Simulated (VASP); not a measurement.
# BN (P1) in VASP: further runs

The runs below take BN through single point, with r2SCAN.

All numbers are computed with VASP 6.6.1; they aren't measurements. Logs are shortened: lines on timing, memory, paths and dates and some standing lists are left out, and cuts for length are marked.

### Step 1. The cell of the first run

The typed cell holds 2 atoms: a = 2.508 Å, b = 2.508 Å, c = 3.274 Å, α = 101.11°, β = 101.11°, γ = 119.81°.

### Step 2. Single point, r2SCAN

POSCAR

```
BN
1.0
    2.5080410000      0.0000000000      0.0000000000
   -1.2467110000      2.1762310000      0.0000000000
   -0.6306650000     -1.0881160000      3.0225400000
B N
1 1
Direct
    0.9796430000      0.9834990000      0.0018060000
    0.6685060000      0.3323850000      0.9849990000
```

INCAR.step1

```
SYSTEM = BN
PREC = Accurate
ENCUT = 520
ISMEAR = 0
SIGMA = 0.01
LREAL = .FALSE.
LASPH = .TRUE.
NELM = 80
NBANDS = 11
GGA = PE
ALGO = Normal
EDIFF = 1E-4
LWAVE = .TRUE.
LCHARG = .FALSE.
```

INCAR.step2

```
SYSTEM = BN
PREC = Accurate
ENCUT = 520
EDIFF = 1E-6
ISMEAR = 0
SIGMA = 0.01
LREAL = .FALSE.
LASPH = .TRUE.
NELM = 80
ALGO = Normal
ISIF = 2
LWAVE = .FALSE.
LCHARG = .FALSE.
METAGGA = R2SCAN
LMIXTAU = .TRUE.
NBANDS = 11
ISTART = 1
```

KPOINTS

```
regular mesh
0
G
  10 10 10
  0 0 0
```

Potentials or basis: VASP PAW PBE potentials, release 64 (B, N).

Command:

```bash
$ cat potpaw_PBE.64/B/POTCAR potpaw_PBE.64/N/POTCAR > POTCAR
$ cp INCAR.step1 INCAR
$ mpirun -np 1 vasp_std > vasp.out
$ cp INCAR.step2 INCAR
$ mpirun -np 1 vasp_std > vasp.out
```

OUTCAR:

```text
SYSTEM = BN
   PREC = Accurate
   ENCUT = 520
   EDIFF = 1E-6
   ISMEAR = 0
   LREAL = .FALSE.
   LASPH = .TRUE.
   NELM = 80
   ISIF = 2
   METAGGA = R2SCAN
   ISTART = 1

 ion  position               nearest neighbor table
   1  0.980  0.983  0.002-   2 1.40   2 1.43   2 1.52
   2  0.669  0.332  0.985-   1 1.40   1 1.43   1 1.52

  LATTYP: Found a face centered orthorhombic cell.
 ALAT       =     2.5153398844
 B/A-ratio  =     1.7253462546
 C/A-ratio  =     2.4032855509

  Lattice vectors:

 A1 = (  -1.8773760000,   1.0881150000,   3.0225400000)
 A2 = (   0.6306650000,   1.0881150000,   3.0225400000)
 A3 = (  -1.2467110000,   2.1762310000,   0.0000000000)

Analysis of symmetry for initial positions (statically):
=====================================================================
 Subroutine PRICEL returns:
 Original cell was already a primitive cell.

 Routine SETGRP: Setting up the symmetry group for a
 face centered orthorhombic supercell.

 Subroutine GETGRP returns: Found  1 space group operations
 (whereof  1 operations were pure point group operations)
 out of a pool of  8 trial point group operations.

The static configuration has the point symmetry C_1 .

Analysis of symmetry for dynamics (positions and initial velocities):
=====================================================================
 Subroutine PRICEL returns:
 Original cell was already a primitive cell.

 Routine SETGRP: Setting up the symmetry group for a
 face centered orthorhombic supercell.

 Subroutine GETGRP returns: Found  1 space group operations
 (whereof  1 operations were pure point group operations)
 out of a pool of  8 trial point group operations.

The dynamic configuration has the point symmetry C_1 .

 Subroutine INISYM returns: Found  1 space group operations
 (whereof  1 operations are pure point group operations),
 and found     1 'primitive' translations

----------------------------------------------------------------------------------------

                                     Primitive cell

  volume of cell :      16.4973

  direct lattice vectors                    reciprocal lattice vectors
     2.508041000  0.000000000  0.000000000     0.398717565  0.228415813  0.165423820
    -1.246711000  2.176231000  0.000000000     0.000000000  0.459510043  0.165423859
    -0.630665000 -1.088116000  3.022540000     0.000000000  0.000000000  0.330847565

  length of vectors
     2.508041000  2.508041005  3.273756684     0.488379484  0.488379496  0.330847565

  position of ions in fractional coordinates (direct lattice)
     0.979643000  0.983499000  0.001806000
     0.668506000  0.332385000  0.984999000
[... 87 lines left out ...]
   PSTRESS=    0.0 pullay stress
   NELECT =       8.0000    total number of electrons
   NUPDOWN=      -1.0000    fix difference up-down
   EMIN   =  10.00;   EMAX   =-10.00  energy-range for DOS
   EFERMI =   0.00;   METHOD = LEGACY
   ISMEAR =     0;   SIGMA  =   0.01  broadening in eV -4-tet -1-fermi 0-gaus
   EFERMI_NEDOS =   21; number of points for ismear=-14 and -15
   IALGO  =     38    algorithm
   IMIX   =      4    mixing-type and parameters
     AMIX     =   0.40;   BMIX     =  1.00
     AMIX_MAG =   1.60;   BMIX_MAG =  1.00
  volume/ion in A,a.u.               =       8.25        55.66
  Fermi-wavevector in a.u.,A,eV,Ry     =   1.286178  2.430523 22.507475  1.654253
  Thomas-Fermi vector in A             =   2.418268
   LORBIT       =      0    0 simple, 1 ext, 2 COOP (PROOUT), +10 PAW based schemes
   METAGGA = R2SCAN    functional components
   LHFCALC =     F    Hartree Fock is set to
   AEXX    =    0.0000 exact exchange contribution
   IVDW    =     0    specifies the selected vdW correction
   LEPSILON=     F    determine dielectric tensor
   LRPA    =     F    only Hartree local field effects (RPA)
 non-spin polarized calculation
 Gauss-broadening in eV      SIGMA  =   0.01
  energy-cutoff  :      520.00
  volume of cell :       16.50
 maximum number of plane-waves:       460
   NGX =  9   NGY =  9   NGZ = 13

 number of electron       8.0000000 magnetization

 Free energy of the ion-electron system (eV)
  ---------------------------------------------------
  ext. energy  EPLUGINS =         0.00000000
  ---------------------------------------------------
  free energy    TOTEN  =       -19.14213330 eV

  energy without entropy =      -19.14213330  energy(sigma->0) =      -19.14213330

 E-fermi :   3.3671     XC(G=0): -11.3541

 val. band max:        3.2625251107   @ k =   0.4000   0.4000   0.1000
 cond. band min:       6.5044975599   @ k =   0.5000   0.5000   0.5000
 fundamental gap:      3.2419724493
 Fermi energy:         3.3671172451

 k-point     1 :       0.0000    0.0000    0.0000
  band No.  band energies     occupation
      1     -16.1028      2.00000
      2      -0.6999      2.00000
      3       0.6312      2.00000
      4       2.3357      2.00000
      5       9.1538      0.00000
      6      14.0977      0.00000
      7      16.2102      0.00000
      8      17.3505      0.00000
      9      18.9748      0.00000
     10      29.9731      0.00000
     11      31.4355      0.00000
[... 309 lines left out ...]
 k-point    24 :       0.2000    0.1000    0.0000
  band No.  band energies     occupation
      1     -14.6290      2.00000
      2      -2.3582      2.00000
      3      -0.9861      2.00000
      4       0.0797      2.00000
      5      11.6089      0.00000
      6      13.6431      0.00000
      7      15.4689      0.00000
      8      19.4850      0.00000
      9      22.2001      0.00000
     10      23.4805      0.00000
     11      29.7138      0.00000

 [... further k-points ...]

------------------------ aborting loop because EDIFF is reached ----------------------------------------

  FORCE on cell =-STRESS in cart. coord.  units (eV):
  Direction    XX          YY          ZZ          XY          YZ          ZX
  --------------------------------------------------------------------------------------
  -------------------------------------------------------------------------------------
  Total       -0.7139586      0.4335708      0.6382720     -0.4658672      0.1200972      0.0580789
  in kB      -69.3380992     42.1074471     61.9875805    -45.2440003     11.6635791      5.6404950
  external PRESSURE =      11.5856428 kB  Pullay stress =       0.0000000 kB

 VOLUME and BASIS-vectors are now :
 -----------------------------------------------------------------------------
  energy-cutoff  :      520.00
  volume of cell :       16.50
      direct lattice vectors                 reciprocal lattice vectors
     2.508041000  0.000000000  0.000000000     0.398717565  0.228415813  0.165423820
    -1.246711000  2.176231000  0.000000000     0.000000000  0.459510043  0.165423859
    -0.630665000 -1.088116000  3.022540000     0.000000000  0.000000000  0.330847565

 POSITION                                       TOTAL-FORCE (eV/Angst)
 -----------------------------------------------------------------------------------
      1.22971      2.13836      0.00546         1.649782      2.080125     -0.628722
      0.64105     -0.34845      2.97720        -1.649782     -2.080125      0.628722
 -----------------------------------------------------------------------------------
    total drift:                               -0.000340      0.000148     -0.000127

  FREE ENERGIE OF THE ION-ELECTRON SYSTEM (eV)
  ---------------------------------------------------
  free  energy   TOTEN  =       -19.1421333026 eV

  energy  without entropy=      -19.1421333026  energy(sigma->0) =      -19.14213330
```

It took 7.1 min on 1 thread of Intel Xeon 8259CL, shared host; peak memory 0.2 GiB.

What came out:

```
Free energy            : -19.1421 eV
Pressure               : 1.2 GPa
Largest force          : 2.728 eV/Å
Band gap on the k mesh : 3.24 eV (least direct gap 5.29 eV)
```

Forces on the atoms (eV/Å):
```
B    1.650  2.080 -0.629
N   -1.650 -2.080  0.629
```

Stress tensor (GPa, compression positive):
```
-6.93 -4.52  0.56
-4.52  4.21  1.17
 0.56  1.17  6.20
```

Caveat: the PAW data sets were made with another functional, which shifts forces and pressure a little. A k mesh can miss the band edges.

### Step 3. Single point, r2SCAN

Edit POSCAR of step 2 so:

```diff
@@ -9,2 +9,2 @@
     0.9796430000      0.9834990000      0.0018060000
-    0.6685060000      0.3323850000      0.9849990000
+    0.6718144764      0.3356934772      0.9916159513
```

INCAR.step1

```
SYSTEM = BN
PREC = Accurate ; ENCUT = 520
ISMEAR = 0 ; SIGMA = 0.01
LREAL = .False. ; LASPH = .True.
NELM = 100 ; NBANDS = 11
GGA = PE ; ALGO = Normal
EDIFF = 1E-4 ; LWAVE = .True.
LCHARG = .False.
```

INCAR.step2

```
SYSTEM = BN
PREC = Accurate ; ENCUT = 520
EDIFF = 1E-7 ; ISMEAR = 0
SIGMA = 0.01 ; LREAL = .False.
LASPH = .True. ; NELM = 100
ALGO = Normal ; ISIF = 2
LWAVE = .False. ; LCHARG = .False.
METAGGA = R2SCAN ; LMIXTAU = .True.
NBANDS = 11 ; ISTART = 1
```

KPOINTS

```
Automatic mesh
0
Gamma
  10 10 10
  0 0 0
```

Potentials or basis: VASP PAW PBE potentials, release 64 (B, N).

Command:

```bash
$ cat potpaw_PBE.64/B/POTCAR potpaw_PBE.64/N/POTCAR > POTCAR
$ cp INCAR.step1 INCAR
$ mpirun -np 1 vasp_std > vasp.out
$ cp INCAR.step2 INCAR
$ mpirun -np 1 vasp_std > vasp.out
```

It took 7.2 min on 1 thread of Intel Xeon 8259CL, shared host; peak memory 0.2 GiB.

It converged, with:

```
Free energy            : -19.1522 eV
Pressure               : 1.3 GPa
Largest force          : 2.691 eV/Å
Band gap on the k mesh : 3.25 eV (least direct gap 5.29 eV)
```

Forces in eV/Å, atoms in the order of the input:
```
B    1.655  2.088 -0.381
N   -1.655 -2.088  0.381
```

Stress tensor (GPa, compression positive):
```
-6.92 -4.57  0.34
-4.57  4.31  0.71
 0.34  0.71  6.46
```

Levels at points of the mesh, in eV from the valence-band top:
| k point | band 1 | band 2 | band 3 | band 4 | band 5 | band 6 | band 7 | band 8 | band 9 |
| --- | --- | --- | --- | --- | --- | --- | --- | --- | --- |
| (0.00, 0.00, 0.00) | -19.37 | -3.97 | -2.65 | -0.94 | 5.93 | 10.83 | 12.95 | 14.09 | 15.68 |
| (0.50, 0.00, 0.00) | -15.87 | -9.53 | -5.15 | -1.68 | 5.37 | 10.07 | 14.51 | 18.26 | 21.63 |
| (0.00, 0.50, 0.50) | -16.03 | -9.81 | -4.34 | -1.25 | 4.48 | 10.14 | 14.65 | 18.10 | 22.18 |
| (0.00, 0.50, 0.00) | -16.03 | -9.82 | -4.34 | -1.20 | 4.34 | 10.18 | 14.73 | 18.19 | 21.94 |
| (0.50, 0.00, 0.50) | -15.87 | -9.53 | -5.14 | -1.61 | 5.17 | 10.10 | 14.68 | 18.39 | 21.87 |
| (0.50, 0.50, 0.00) | -16.12 | -9.99 | -4.51 | -0.21 | 6.93 | 9.61 | 13.11 | 15.31 | 21.16 |
| (0.00, 0.00, 0.50) | -18.80 | -7.28 | -2.67 | -0.99 | 10.53 | 11.61 | 12.92 | 13.16 | 19.44 |
| (0.50, 0.50, 0.50) | -15.78 | -9.45 | -4.66 | -2.33 | 3.25 | 9.71 | 16.47 | 20.85 | 22.42 |

Caveat: the PAW data sets were made with another functional, which shifts forces and pressure a little. A k mesh can miss the band edges.
